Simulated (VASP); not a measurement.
# Br (C2/m) in VASP: further runs, part 2 of 2

VASP 6.6.1.

### Step 4. Single point, PBE (shear of c along a, cell held: -3.0 %)

Contents of INCAR:

```
PREC = Accurate ; ENCUT = 520
EDIFF = 1E-6 ; ISMEAR = 0
SIGMA = 0.1 ; LREAL = False
LASPH = True ; NELM = 80
ALGO = Normal ; ISIF = 2
LWAVE = False ; LCHARG = True
GGA = PE ; LELF = True
LVHAR = True ; NBANDS = 14
```

Contents of KPOINTS:

```
Automatic mesh
0
Gamma
  16 12 6
```

Contents of POSCAR:

```
Br
1.0
    2.6171676786      0.0000000000      0.0000000000
    0.0000000000      3.4022432824      0.0000000000
   -0.2662998877      0.0000000000      8.8766629238
Br
2
Direct
    0.0000000000      0.0000000000      0.0000000000
    0.5000000000      0.5000000000      0.5000000000
```

Potentials or basis: VASP PAW PBE potentials, release 64 (Br).

On the command line:

```sh
cat potpaw_PBE.64/Br/POTCAR > POTCAR
mpirun -np 1 vasp_std > vasp.out
```

OUTCAR:

```text
PREC = Accurate
   ENCUT = 520
   EDIFF = 1E-6
   ISMEAR = 0
   LREAL = False
   LASPH = True
   NELM = 80
   ISIF = 2
   GGA = PE

 ion  position               nearest neighbor table
   1  0.000  0.000  0.000-
   2  0.500  0.500  0.500-

  LATTYP: Found a simple monoclinic cell.
 ALAT       =     2.6171676786
 B/A-ratio  =     1.2999714578
 C/A-ratio  =     3.3932317736
 COS(beta)  =    -0.0299865091

  Lattice vectors:

 A1 = (   2.6171676786,   0.0000000000,   0.0000000000)
 A2 = (   0.0000000000,   3.4022432824,   0.0000000000)
 A3 = (  -0.2662998877,   0.0000000000,   8.8766629238)

Analysis of symmetry for initial positions (statically):
=====================================================================
 Subroutine PRICEL returns following result:

  LATTYP: Found a base centered monoclinic cell.
 ALAT       =     9.1826861012
 B/A-ratio  =     0.3705063252
 C/A-ratio  =     0.2850111231
 COS(beta)  =    -0.2560109063

  Lattice vectors:

 A1 = (   1.1754338954,  -1.7011216412,   4.4383314619)
 A2 = (   1.1754338954,   1.7011216412,   4.4383314619)
 A3 = (  -2.6171676786,   0.0000000000,   0.0000000000)

   2 primitive cells build up your supercell.

 Routine SETGRP: Setting up the symmetry group for a
 simple monoclinic supercell.

 Subroutine GETGRP returns: Found  4 space group operations
 (whereof  4 operations were pure point group operations)
 out of a pool of  4 trial point group operations.

The static configuration has the point symmetry C_2h.

Analysis of symmetry for dynamics (positions and initial velocities):
=====================================================================
 Subroutine PRICEL returns following result:

  LATTYP: Found a base centered monoclinic cell.
 ALAT       =     9.1826861012
 B/A-ratio  =     0.3705063252
 C/A-ratio  =     0.2850111231
 COS(beta)  =    -0.2560109063

  Lattice vectors:

 A1 = (   1.1754338954,  -1.7011216412,   4.4383314619)
 A2 = (   1.1754338954,   1.7011216412,   4.4383314619)
 A3 = (  -2.6171676786,   0.0000000000,   0.0000000000)

   2 primitive cells build up your supercell.

 Routine SETGRP: Setting up the symmetry group for a
 simple monoclinic supercell.

 Subroutine GETGRP returns: Found  4 space group operations
 (whereof  4 operations were pure point group operations)
 out of a pool of  4 trial point group operations.

The dynamic configuration has the point symmetry C_2h.

 Subroutine INISYM returns: Found  4 space group operations
 (whereof  4 operations are pure point group operations),
 and found     2 'primitive' translations

----------------------------------------------------------------------------------------

                                     Primitive cell

  volume of cell :      39.5200

  direct lattice vectors                    reciprocal lattice vectors
     1.175433895 -1.701121641  4.438331462     0.000000000 -0.293923719  0.112654948
     1.175433895  1.701121641  4.438331462     0.000000000  0.293923719  0.112654948
[... 32 lines left out ...]

 Subroutine IBZKPT returns following result:
 ===========================================

 Found    350 irreducible k-points:

 Following reciprocal coordinates:
            Coordinates               Weight
  0.000000  0.000000  0.000000      1.000000
  0.062500  0.000000  0.000000      2.000000
  0.125000  0.000000  0.000000      2.000000
  0.187500  0.000000  0.000000      2.000000
  0.250000  0.000000  0.000000      2.000000
  0.312500  0.000000  0.000000      2.000000
[... 16 lines left out ...]
  0.250000  0.166667  0.000000      4.000000
  0.312500  0.166667  0.000000      4.000000
 [... further k-points ...]
   k-points           NKPTS =    350   k-points in BZ     NKDIM =    350   number of bands    NBANDS=     14
   number of dos      NEDOS =    301   number of ions     NIONS =      2
   total plane-waves  NPLWV =  39200
   dimension x,y,z NGX =    20 NGY =   28 NGZ =   70
   dimension x,y,z NGXF=    40 NGYF=   56 NGZF=  140
   ions per type =               2
   NGX,Y,Z   is equivalent  to a cutoff of  12.70, 13.68, 13.10 a.u.
   NGXF,Y,Z  is equivalent  to a cutoff of  25.41, 27.36, 26.21 a.u.
 SYSTEM =  unknown system
   PREC   = accura    normal or accurate (medium, high low for compatibility)
   ISTART =      0    job   : 0-new  1-cont  2-samecut
   ICHARG =      2    charge: 1-file 2-atom 10-const
   ISPIN  =      1    spin polarized calculation?
   LNONCOLLINEAR =      F non collinear calculations
   LSORBIT =      F    spin-orbit coupling
   LASPH  =      T    aspherical Exc in radial PAW
   ENCUT  =  520.0 eV  38.22 Ry    6.18 a.u.   4.87  6.33 16.51*2*pi/ulx,y,z
   NELM   =     80;   NELMIN=  2; NELMDL= -5     # of ELM steps
   EDIFF  = 0.1E-05   stopping-criterion for ELM
   LREAL  =      F    real-space projection
   EDIFFG = 0.1E-04   stopping-criterion for IOM
   NSW    =      0    number of steps for IOM
   IBRION =     -1    ionic relax: 0-MD 1-quasi-New 2-CG
   NFREE  =      0    steps in history (QN), initial steepest desc. (CG)
   ISIF   =      2    stress and relaxation
   ISYM   =      2    0-nonsym 1-usesym 2-fastsym
   POTIM  = 0.5000    time-step for ionic-motion
   TEBEG  =    0.0;   TEEND  =   0.0 temperature during run
   PSTRESS=    0.0 pullay stress
   NELECT =      14.0000    total number of electrons
   NUPDOWN=      -1.0000    fix difference up-down
   EMIN   =  10.00;   EMAX   =-10.00  energy-range for DOS
   EFERMI =   0.00;   METHOD = LEGACY
   ISMEAR =     0;   SIGMA  =   0.10  broadening in eV -4-tet -1-fermi 0-gaus
   EFERMI_NEDOS =   21; number of points for ismear=-14 and -15
   IALGO  =     38    algorithm
   IMIX   =      4    mixing-type and parameters
     AMIX     =   0.40;   BMIX     =  1.00
     AMIX_MAG =   1.60;   BMIX_MAG =  1.00
  volume/ion in A,a.u.               =      39.52       266.69
  Fermi-wavevector in a.u.,A,eV,Ry     =   0.919395  1.737404 11.500821  0.845286
  Thomas-Fermi vector in A             =   2.044584
   LORBIT       =      0    0 simple, 1 ext, 2 COOP (PROOUT), +10 PAW based schemes
   GGA     = PE    functional components
   LHFCALC =     F    Hartree Fock is set to
   AEXX    =    0.0000 exact exchange contribution
   IVDW    =     0    specifies the selected vdW correction
   LEPSILON=     F    determine dielectric tensor
   LRPA    =     F    only Hartree local field effects (RPA)
 non-spin polarized calculation
 Gauss-broadening in eV      SIGMA  =   0.10
  energy-cutoff  :      520.00
  volume of cell :       79.04
 maximum number of plane-waves:      2162
   NGX =  9   NGY = 13   NGZ = 33

 number of electron      14.0000001 magnetization

 Free energy of the ion-electron system (eV)
  ---------------------------------------------------
  ext. energy  EPLUGINS =         0.00000000
  ---------------------------------------------------
  free energy    TOTEN  =        -3.03094417 eV

  energy without entropy =       -3.01987159  energy(sigma->0) =       -3.02540788

 E-fermi :  -1.2031     XC(G=0):  -7.0904

 val. band max:       -1.2243002739   @ k =   0.5000   0.5000   0.0000
 cond. band min:      -1.1953458366   @ k =   0.1875   0.2500   0.1667
 fundamental gap:      0.0289544373
 Fermi energy:        -1.2030734344

 k-point     1 :       0.0000    0.0000    0.0000
  band No.  band energies     occupation
      1     -16.7134      2.00000
      2     -16.6819      2.00000
      3      -4.2629      2.00000
      4      -3.6251      2.00000
      5      -2.2389      2.00000
      6      -2.2017      2.00000
      7       2.3315      0.00000
      8       2.3455      0.00000
      9       3.8987      0.00000
     10       6.4297      0.00000
     11       7.3817      0.00000
     12       7.5932      0.00000
     13      10.8924      0.00000
     14      11.2593      0.00000
[... 377 lines left out ...]
      1     -15.0922      2.00000
      2     -15.0700      2.00000
      3      -4.4570      2.00000
      4      -4.4399      2.00000
      5      -2.6467      2.00000
      6      -2.2296      2.00000
      7      -1.8726      2.00000
      8      -1.8550      2.00000
      9       6.4801      0.00000
     10       7.8465      0.00000
     11       9.2309      0.00000
     12       9.3276      0.00000
     13      10.0466      0.00000
     14      11.2276      0.00000

 [... further k-points ...]
[... 5 lines left out ...]
  --------------------------------------------------------------------------------------
  -------------------------------------------------------------------------------------
  Total       -0.4017679      0.2245419     -0.0022414      0.0000000      0.0000000      0.0020276
  in kB       -8.1440256      4.5515719     -0.0454349      0.0000000      0.0000000      0.0411012
  external PRESSURE =      -1.2126296 kB  Pullay stress =       0.0000000 kB

 VOLUME and BASIS-vectors are now :
 -----------------------------------------------------------------------------
  energy-cutoff  :      520.00
  volume of cell :       79.04
      direct lattice vectors                 reciprocal lattice vectors
     2.617167679  0.000000000  0.000000000     0.382092446  0.000000000  0.011462773
     0.000000000  3.402243282  0.000000000     0.000000000  0.293923719  0.000000000
    -0.266299888  0.000000000  8.876662924     0.000000000  0.000000000  0.112654948

 POSITION                                       TOTAL-FORCE (eV/Angst)
 -----------------------------------------------------------------------------------
      0.00000      0.00000      0.00000         0.000000      0.000000      0.000000
      1.17543      1.70112      4.43833        -0.000000     -0.000000     -0.000000
 -----------------------------------------------------------------------------------
    total drift:                                0.000000      0.000000      0.000000

  FREE ENERGIE OF THE ION-ELECTRON SYSTEM (eV)
  ---------------------------------------------------
  free  energy   TOTEN  =        -3.0309441699 eV

  energy  without entropy=       -3.0198715876  energy(sigma->0) =       -3.02540788
```

stdout:

```text
POSCAR found type information on POSCAR Br
 POSCAR found :  1 types and       2 ions
 scaLAPACK will be used
 LDA part: xc-table for (Slater+PW92), standard interpolation
 POSCAR, INCAR and KPOINTS ok, starting setup
 FFT: planning ... GRIDC
 FFT: planning ... GRID_SOFT
 FFT: planning ... GRID
 WAVECAR not read
 entering main loop
```

Run time: 2.8 min. Hardware: 1 thread of Intel Xeon Platinum 8559C (Emerald Rapids), shared host; peak memory 0.42 GiB.

What came out:

- Free energy: -3.0309 eV
- Pressure: -0.1 GPa
- Band gap on the k mesh: zero (bands 7 and 8 overlap by 5.28 eV)

Levels at points of the mesh, in eV from the Fermi level:
| k point | band 4 | band 5 | band 6 | band 7 | band 8 | band 9 |
| --- | --- | --- | --- | --- | --- | --- |
| (0.00, 0.00, 0.00) | -2.42 | -1.04 | -1.00 | 3.53 | 3.55 | 5.10 |
| (0.50, 0.00, 0.00) | -5.78 | -0.45 | -0.45 | 0.86 | 0.86 | 7.94 |
| (0.00, 0.50, 0.00) | -3.95 | -2.17 | -2.17 | 3.77 | 3.77 | 7.31 |
| (0.50, 0.50, 0.00) | -5.36 | -1.56 | -1.56 | -0.02 | -0.02 | 6.74 |
| (0.00, 0.00, 0.50) | -2.76 | -1.02 | -1.02 | 3.54 | 3.54 | 6.30 |
| (0.50, 0.00, 0.50) | -5.78 | -0.47 | -0.41 | 0.86 | 0.86 | 7.60 |
| (0.00, 0.50, 0.50) | -3.96 | -2.16 | -2.16 | 3.77 | 3.77 | 6.74 |
| (0.50, 0.50, 0.50) | -5.36 | -1.56 | -1.56 | -0.02 | -0.02 | 6.76 |

Caveat: the cell differs from its parent crystal (shear of c along a, cell held: -3.0 %); this functional lacks dispersion, which binds layers or chains, so the pressure and a relaxed spacing across them are unreliable.

### Step 5. Summary

| cell | gap on the mesh (eV) | pressure (GPa) |
| --- | --- | --- |
| a = 2.617, b = 3.402, c = 8.878 Å, angles 90.0, 91.1, 90.0°, 2 atoms | none | -0.1 |
| a = 2.617, b = 3.402, c = 8.878 Å, angles 90.0, 88.9, 90.0°, 2 atoms | none | -0.1 |
| a = 2.617, b = 3.402, c = 8.881 Å, angles 90.0, 91.7, 90.0°, 2 atoms | none | -0.1 |

Alike in all rows: task single point; level PBE; potentials or basis VASP PAW PBE potentials, release 64 (Br); no spin polarisation; k mesh 16 × 12 × 6; cutoff (eV) 520; smearing gaussian 0.1 eV.

Caveats: this functional lacks dispersion, which binds layers or chains, so the pressure and a relaxed spacing across them are unreliable.

Total energies depend on the potentials used, so only differences within one code and one set of settings carry meaning.

The gap in the log of VASP goes by the Fermi energy; the results here count the filled bands.